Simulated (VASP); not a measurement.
A run of VASP 6.6.1 is set up as follows.

The input INCAR:

```
ALGO = Fast
EDIFF = 1E-6
ENCUT = 520
GGA = PS
ISIF = 2
ISMEAR = 0
LASPH = True
LCHARG = False
LREAL = False
LWAVE = False
NBANDS = 17
NELM = 60
PREC = Accurate
SIGMA = 0.1
```

File KPOINTS:

```
k-points
0
Gamma
  9 9 5
```

Contents of POSCAR:

```
Sr
1.0
    4.1945373725      0.0000000000      0.0000000000
   -2.0972686862      3.6325759217      0.0000000000
    0.0000000000      0.0000000000      6.8785252927
Sr
2
Direct
    0.3333333333      0.6666666667      0.2500000000
    0.6666666667      0.3333333333      0.7500000000
```

Potentials or basis: VASP PAW PBE potentials, release 64 (Sr_sv).

The run is started by

```bash
$ cat potpaw_PBE.64/Sr_sv/POTCAR > POTCAR
$ mpirun -np 1 vasp_std > vasp.out
```

**Question.** What does it give for the band gap on the k mesh?

**Answer.** Zero (bands 10 and 11 overlap by 0.22 eV).

**Question.** Estimate the pressure.

**Answer.** 0.0 GPa.

Caveat: the PAW data sets were made with another functional, which shifts forces and pressure a little.
